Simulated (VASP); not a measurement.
# ZrO (Cmmm) in VASP: single point with r2SCAN+U

Aim: the single point of ZrO with r2SCAN+U.

Program: VASP 6.6.1. These are calculated values, not measurements. Logs are shortened: lines on timing, memory, paths and dates and some standing lists are left out, and cuts for length are marked.

## 1. The cell of the first run

The structure is orthorhombic, space group Cmmm (No. 65). Conventional cell: a = 3.653 Å, b = 5.838 Å, c = 2.620 Å, α = 90.00°, β = 90.00°, γ = 90.00°. Zr (site symmetry mmm) has 2 O at 1.83 Å within 2.4 Å. O (site symmetry mmm) has 2 Zr at 1.83 Å within 2.4 Å.

## 2. Single point, r2SCAN+U, non-collinear spin, zero start, spin-orbit coupling

Input file POSCAR:

```
ZrO
1.0
    1.8266398600     -2.9188492700      0.0000000000
    1.8266398600      2.9188492700      0.0000000000
    0.0000000000      0.0000000000      2.6199383700
Zr O
1 1
Direct
    0.0000000000      0.0000000000      0.0000000000
    0.5000000000      0.5000000000      0.0000000000
```

Input file INCAR.step1:

```
SYSTEM = ZrO
  PREC = Accurate
  ENCUT = 660
  ISMEAR = 1
  SIGMA = 0.05
  LREAL = .False.
  LASPH = .True.
  NELM = 200
  LNONCOLLINEAR = .True.
  MAGMOM = 0 0 0 0 0 0
  LSORBIT = .True.
  GGA_COMPAT = .False.
  LMAXMIX = 4
  LDAU = .True.
  LDAUTYPE = 2
  LDAUL = 2 -1
  LDAUU = 1 0
  LDAUJ = 0 0
  NBANDS = 30
  GGA = PE
  ALGO = Normal
  EDIFF = 1E-5
  LWAVE = .True.
  LCHARG = .False.
```

Input file INCAR.step2:

```
SYSTEM = ZrO
  PREC = Accurate
  ENCUT = 660
  EDIFF = 1E-6
  ISMEAR = 1
  SIGMA = 0.05
  LREAL = .False.
  LASPH = .True.
  NELM = 200
  ALGO = Normal
  ISIF = 2
  LWAVE = .False.
  LCHARG = .False.
  LNONCOLLINEAR = .True.
  MAGMOM = 0 0 0 0 0 0
  LORBIT = 11
  LSORBIT = .True.
  GGA_COMPAT = .False.
  LORBMOM = .True.
  LMAXMIX = 4
  LDAU = .True.
  LDAUTYPE = 2
  LDAUL = 2 -1
  LDAUU = 1 0
  LDAUJ = 0 0
  LDAUPRINT = 1
  METAGGA = R2SCAN
  LMIXTAU = .True.
  NBANDS = 30
  ISTART = 1
```

Input file KPOINTS:

```
regular mesh
0
Gamma
  7 7 8
  0 0 0
```

Potentials or basis: VASP PAW PBE potentials, release 64 (Zr_sv, O).

Launch:

```bash
> cat potpaw_PBE.64/Zr_sv/POTCAR potpaw_PBE.64/O/POTCAR > POTCAR
> cp INCAR.step1 INCAR
> mpirun -np 1 vasp_ncl > vasp.out
> cp INCAR.step2 INCAR
> mpirun -np 1 vasp_ncl > vasp.out
```

OUTCAR:

```text
SYSTEM = ZrO
   PREC = Accurate
   ENCUT = 660
   EDIFF = 1E-6
   ISMEAR = 1
   LREAL = .False.
   LASPH = .True.
   NELM = 200
   ISIF = 2
   LNONCOLLINEAR = .True.
   LORBIT = 11
   LSORBIT = .True.
   METAGGA = R2SCAN
   ISTART = 1

 ion  position               nearest neighbor table
   1  0.000  0.000  0.000-   2 1.83   2 1.83   2 2.92   2 2.92
   2  0.500  0.500  0.000-   1 1.83   1 1.83   1 2.92   1 2.92

  LATTYP: Found a base centered orthorhombic cell.
 ALAT       =     3.6532797200
 B/A-ratio  =     1.5979336343
 C/A-ratio  =     0.7171469394

  Lattice vectors:

 A1 = (   1.8266398600,  -2.9188492700,   0.0000000000)
 A2 = (   1.8266398600,   2.9188492700,   0.0000000000)
 A3 = (   0.0000000000,   0.0000000000,   2.6199383700)

Analysis of symmetry for initial positions (statically):
=====================================================================
 Subroutine PRICEL returns:
 Original cell was already a primitive cell.

 Routine SETGRP: Setting up the symmetry group for a
 base centered orthorhombic supercell.

 Subroutine GETGRP returns: Found  8 space group operations
 (whereof  8 operations were pure point group operations)
 out of a pool of  8 trial point group operations.

The static configuration has the point symmetry D_2h.

Analysis of symmetry for dynamics (positions and initial velocities):
=====================================================================
 Subroutine PRICEL returns:
 Original cell was already a primitive cell.

 Routine SETGRP: Setting up the symmetry group for a
 base centered orthorhombic supercell.

 Subroutine GETGRP returns: Found  8 space group operations
 (whereof  8 operations were pure point group operations)
 out of a pool of  8 trial point group operations.

The dynamic configuration has the point symmetry D_2h.

Analysis of structural, dynamic, and magnetic symmetry:
=====================================================================
 Subroutine PRICEL returns:
 Original cell was already a primitive cell.

 Routine SETGRP: Setting up the symmetry group for a
 base centered orthorhombic supercell.

 Subroutine GETGRP returns: Found  8 space group operations
 (whereof  8 operations were pure point group operations)
 out of a pool of  8 trial point group operations.

The overall configuration has the point symmetry D_2h.

 Subroutine INISYM returns: Found  8 space group operations
 (whereof  8 operations are pure point group operations),
 and found     1 'primitive' translations

----------------------------------------------------------------------------------------

                                     Primitive cell

  volume of cell :      27.9374

  direct lattice vectors                    reciprocal lattice vectors
     1.826639860 -2.918849270  0.000000000     0.273726645 -0.171300384  0.000000000
     1.826639860  2.918849270  0.000000000     0.273726645  0.171300384  0.000000000
     0.000000000  0.000000000  2.619938370     0.000000000  0.000000000  0.381688368

  length of vectors
     3.443297001  3.443297001  2.619938370     0.322908807  0.322908807  0.381688368

  position of ions in fractional coordinates (direct lattice)
     0.000000000  0.000000000  0.000000000
     0.500000000  0.500000000  0.000000000

  ion indices of the primitive-cell ions
   primitive index   ion index
                 1           1
                 2           2

----------------------------------------------------------------------------------------

 KPOINTS: regular mesh

Automatic generation of k-mesh.
 Grid dimensions read from file:
 generate k-points for:    7    7    8

 Generating k-lattice:

  Cartesian coordinates                     Fractional coordinates (reciprocal lattice)
     0.039103806 -0.024471483  0.000000000     0.142857143  0.000000000  0.000000000
     0.039103806  0.024471483  0.000000000     0.000000000  0.142857143  0.000000000
     0.000000000  0.000000000  0.047711046     0.000000000  0.000000000  0.125000000

  Length of vectors
     0.046129830  0.046129830  0.047711046

  Shift w.r.t. Gamma in fractional coordinates (k-lattice)
     0.000000000  0.000000000  0.000000000

[... 139 lines left out ...]
  o =  0.1334  v =  0.0042  0.0196 -0.0000 -0.3459  0.0000  0.0116 -0.0071 -0.0048  0.0000 -0.0022      0.0000 -0.0077  0.0044 -0.8813  0.0020 -0.0045 -0.0000 -0.0122 -0.3206 -0.0056
  o =  0.1814  v = -0.0202 -0.0025 -0.0000 -0.0001 -0.0000  0.0008 -0.0646  0.0046 -0.0000  0.0058      0.0000 -0.0005 -0.6166  0.0005 -0.7833  0.0002  0.0000 -0.0237 -0.0123 -0.0301
  o =  0.1814  v = -0.0008  0.0635 -0.0000  0.0023 -0.0000 -0.0198 -0.0025 -0.1170 -0.0000 -0.1486      0.0000  0.0123 -0.0242 -0.0121 -0.0307 -0.0038  0.0000  0.6054 -0.0005  0.7690
  o =  0.2539  v =  0.0039  0.9267  0.0000  0.0028  0.0000  0.0103 -0.3489 -0.0037  0.0000 -0.0070      0.0000 -0.1210  0.0108  0.0215  0.0201 -0.0013  0.0000 -0.0286  0.0081 -0.0534
  o =  0.2539  v =  0.0104 -0.3459  0.0000 -0.0010  0.0000 -0.0039 -0.9346  0.0014  0.0000  0.0026      0.0000  0.0452  0.0288 -0.0080  0.0538  0.0005  0.0000  0.0107  0.0217  0.0199
  o =  0.3764  v = -0.0000 -0.0076  0.0000 -0.0052 -0.0000  0.0012 -0.0000  0.5755  0.0000 -0.4525      0.0000  0.0082  0.0000 -0.0049 -0.0000 -0.0013  0.0000  0.5354 -0.0000 -0.4209
  o =  0.3764  v = -0.0018 -0.0000 -0.0000 -0.0000  0.0000 -0.0000 -0.0112 -0.0000 -0.0000  0.0000      0.0000  0.0000  0.7861 -0.0000 -0.6180  0.0000 -0.0000 -0.0000  0.0071  0.0000

 number of electron      18.0000001 magnetization      -0.0000000      0.0000000      0.0000000

 Free energy of the ion-electron system (eV)
  ---------------------------------------------------
  ext. energy  EPLUGINS =         0.00000000
  ---------------------------------------------------
  free energy    TOTEN  =       -29.68855137 eV

  energy without entropy =      -29.68852004  energy(sigma->0) =      -29.68854092

 E-fermi :   9.5018     XC(G=0): -12.0200

 val. band max:        9.4824162965   @ k =  -0.2857   0.1429   0.2500
 cond. band min:       9.5375660455   @ k =  -0.1429   0.1429   0.0000
 fundamental gap:      0.0551497490
 Fermi energy:         9.5017782738

 k-point     1 :       0.0000    0.0000    0.0000
  band No.  band energies     occupation
      1     -41.3475      1.00000
      2     -41.3475      1.00000
      3     -19.8940      1.00000
      4     -19.8940      1.00000
      5     -18.3615      1.00000
      6     -18.3615      1.00000
[... 781 lines left out ...]
     29      22.0711      0.00000
     30      22.0711      0.00000

 [... further k-points ...]

------------------------ aborting loop because EDIFF is reached ----------------------------------------

  FORCE on cell =-STRESS in cart. coord.  units (eV):
  Direction    XX          YY          ZZ          XY          YZ          ZX
  --------------------------------------------------------------------------------------
  -------------------------------------------------------------------------------------
  Total       26.4553149     -0.2703391      8.5003440      0.0000000      0.0000000      0.0000000
  in kB     1517.1825783    -15.5036419    487.4851766      0.0000000      0.0000000      0.0000000
  external PRESSURE =     663.0547043 kB  Pullay stress =       0.0000000 kB

 VOLUME and BASIS-vectors are now :
 -----------------------------------------------------------------------------
  energy-cutoff  :      660.00
  volume of cell :       27.94
      direct lattice vectors                 reciprocal lattice vectors
     1.826639860 -2.918849270  0.000000000     0.273726645 -0.171300384  0.000000000
     1.826639860  2.918849270  0.000000000     0.273726645  0.171300384  0.000000000
     0.000000000  0.000000000  2.619938370     0.000000000  0.000000000  0.381688368

 POSITION                                       TOTAL-FORCE (eV/Angst)
 -----------------------------------------------------------------------------------
      0.00000      0.00000      0.00000         0.000000     -0.000000      0.000000
      1.82664      0.00000      0.00000        -0.000000      0.000000      0.000000
 -----------------------------------------------------------------------------------
    total drift:                                0.000000      0.000000      0.000000

  FREE ENERGIE OF THE ION-ELECTRON SYSTEM (eV)
  ---------------------------------------------------
  free  energy   TOTEN  =       -29.6885513666 eV

  energy  without entropy=      -29.6885200363  energy(sigma->0) =      -29.68854092

 orbital moment (x)

 # of ion     p       d       tot
 ----------------------------------------
  1         0.000   0.000   0.000
  2         0.000   0.000   0.000
 ----------------------------------------
            0.000   0.000   0.000

 orbital moment (y)

 # of ion     p       d       tot
 ----------------------------------------
  1         0.000   0.000   0.000
  2         0.000   0.000   0.000
 ----------------------------------------
            0.000   0.000   0.000

 orbital moment (z)

 # of ion     p       d       tot
 ----------------------------------------
  1         0.000   0.000   0.000
  2         0.000   0.000   0.000
 ----------------------------------------
            0.000   0.000   0.000

 Spin-Orbit-Coupling matrix elements

 Ion:    1  E_soc:     -0.1383488
 l=   1
     0.0000000    -0.0222669    -0.0221011
    -0.0222669     0.0000000    -0.0227960
    -0.0221011    -0.0227960     0.0000000
 l=   2
     0.0000000    -0.0001447     0.0000000    -0.0000462    -0.0003200
    -0.0001447     0.0000000    -0.0006407    -0.0002186    -0.0002260
     0.0000000    -0.0006407     0.0000000    -0.0003485     0.0000000
    -0.0000462    -0.0002186    -0.0003485     0.0000000    -0.0000657
    -0.0003200    -0.0002260     0.0000000    -0.0000657     0.0000000
 l=   3
     0.0000000     0.0000000     0.0000000     0.0000000     0.0000000     0.0000000     0.0000000
     0.0000000     0.0000000     0.0000000     0.0000000     0.0000000     0.0000000     0.0000000
     0.0000000     0.0000000     0.0000000     0.0000000     0.0000000     0.0000000     0.0000000
     0.0000000     0.0000000     0.0000000     0.0000000     0.0000000     0.0000000     0.0000000
     0.0000000     0.0000000     0.0000000     0.0000000     0.0000000     0.0000000     0.0000000
     0.0000000     0.0000000     0.0000000     0.0000000     0.0000000     0.0000000     0.0000000
     0.0000000     0.0000000     0.0000000     0.0000000     0.0000000     0.0000000     0.0000000

 Ion:    2  E_soc:     -0.0003256
 l=   1
     0.0000000    -0.0000040    -0.0000796
    -0.0000040     0.0000000    -0.0000792
    -0.0000796    -0.0000792     0.0000000
 l=   2
     0.0000000     0.0000000     0.0000000     0.0000000     0.0000000
     0.0000000     0.0000000     0.0000000     0.0000000     0.0000000
     0.0000000     0.0000000     0.0000000     0.0000000     0.0000000
     0.0000000     0.0000000     0.0000000     0.0000000     0.0000000
     0.0000000     0.0000000     0.0000000     0.0000000     0.0000000
 l=   3
     0.0000000     0.0000000     0.0000000     0.0000000     0.0000000     0.0000000     0.0000000
     0.0000000     0.0000000     0.0000000     0.0000000     0.0000000     0.0000000     0.0000000
     0.0000000     0.0000000     0.0000000     0.0000000     0.0000000     0.0000000     0.0000000
     0.0000000     0.0000000     0.0000000     0.0000000     0.0000000     0.0000000     0.0000000
     0.0000000     0.0000000     0.0000000     0.0000000     0.0000000     0.0000000     0.0000000
     0.0000000     0.0000000     0.0000000     0.0000000     0.0000000     0.0000000     0.0000000
     0.0000000     0.0000000     0.0000000     0.0000000     0.0000000     0.0000000     0.0000000

 total charge

# of ion       s       p       d       tot
------------------------------------------
    1        2.251   6.049   2.043  10.343
    2        1.612   3.626   0.000   5.238
--------------------------------------------------
tot          3.863   9.675   2.043  15.581

 magnetization (x)

# of ion       s       p       d       tot
------------------------------------------
    1        0.000   0.000   0.000   0.000
    2        0.000   0.000   0.000   0.000
--------------------------------------------------
tot          0.000   0.000   0.000   0.000

 magnetization (y)

# of ion       s       p       d       tot
------------------------------------------
    1        0.000   0.000   0.000   0.000
    2        0.000   0.000   0.000   0.000
--------------------------------------------------
tot          0.000   0.000   0.000   0.000

 magnetization (z)

# of ion       s       p       d       tot
------------------------------------------
    1       -0.000   0.000  -0.000  -0.000
    2       -0.000  -0.000   0.000  -0.000
--------------------------------------------------
tot         -0.000  -0.000  -0.000  -0.000
```

Run time: 9.6 min. Hardware: 1 thread of Intel Xeon 6975P-C (Granite Rapids), shared host; peak memory 0.37 GiB.

Results:

* Free energy: -29.6886 eV
* Pressure: 66.3 GPa
* Net moment: 0.00 μB per cell
* Valence electrons inside the program's atomic spheres: Zr 10.34; O 5.24

Moments on the atoms (μB; x, y, z):
```
Zr  0.00 0.00 0.00
O   0.00 0.00 0.00
```

Caveat: the stress differs along the axes, from -2 to 152 GPa; the PAW data sets were made with another functional, which shifts forces and pressure a little.
